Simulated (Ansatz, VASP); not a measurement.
## One calculation of AlP, two programs

File POSCAR:

```
AlP
1.0
    0.0000000000      2.6833418232      2.6833418232
    2.6833418232      0.0000000000      2.6833418232
    2.6833418232      2.6833418232      0.0000000000
Al P
1 1
Direct
    0.0000000000      0.0000000000      0.0000000000
    0.2500000000      0.2500000000      0.2500000000
```

File INCAR.step1:

```
  PREC = Accurate
  ENCUT = 550
  ISMEAR = 0
  SIGMA = 0.01
  LREAL = F
  LASPH = T
  NELM = 120
  NBANDS = 11
  GGA = PE
  ALGO = Normal
  EDIFF = 1E-5
  LWAVE = T
  LCHARG = F
  GGA_COMPAT = F
```

INCAR.step2

```
  PREC = Accurate
  ENCUT = 550
  EDIFF = 1E-6
  ISMEAR = 0
  SIGMA = 0.01
  LREAL = F
  LASPH = T
  NELM = 120
  ALGO = Normal
  ISIF = 2
  LWAVE = F
  LCHARG = F
  METAGGA = R2SCAN
  LMIXTAU = T
  NBANDS = 11
  ISTART = 1
  GGA_COMPAT = F
```

The input KPOINTS:

```
Automatic mesh
0
Gamma
  6 6 6
```

Input for Ansatz:

```yaml
crystal:
  lattice:
    - [0.0, 2.6833418232, 2.6833418232]
    - [2.6833418232, 0.0, 2.6833418232]
    - [2.6833418232, 2.6833418232, 0.0]
  atoms:
    - { symbol: Al, position: [0.0, 0.0, 0.0] }
    - { symbol: P, position: [0.25, 0.25, 0.25] }
kpoints:
  mp_grid: { grid: [6, 6, 6] }
hamiltonian:
  xc: r2scan
scf:
  occupations: { method: fixed }
  n_extra_bands: 4
output:
  forces: true
  stress: true
  eigenvalues: true
```

Alike in both runs: task single point; functional r2SCAN; k mesh 6 × 6 × 6; no spin polarisation.

```csv
,VASP,Ansatz
version,VASP 6.6.1,Ansatz 0.2.0
potentials or method,"VASP PAW PBE potentials, release 64 (Al, P)","plane waves, PAW"
plane-wave cutoff (eV),550,500
occupations,"gaussian, width 0.01 eV",fixed
valence electrons in the cell,8,8
```

VASP gave:

* gap on the k mesh at the Fermi level (eV): 1.81
* pressure (GPa): 6.0

Which values does Ansatz return?

gap on the k mesh at the Fermi level (eV): 1.81; pressure (GPa): 6.4.

VASP's potentials were made for PBE, not for r2SCAN.
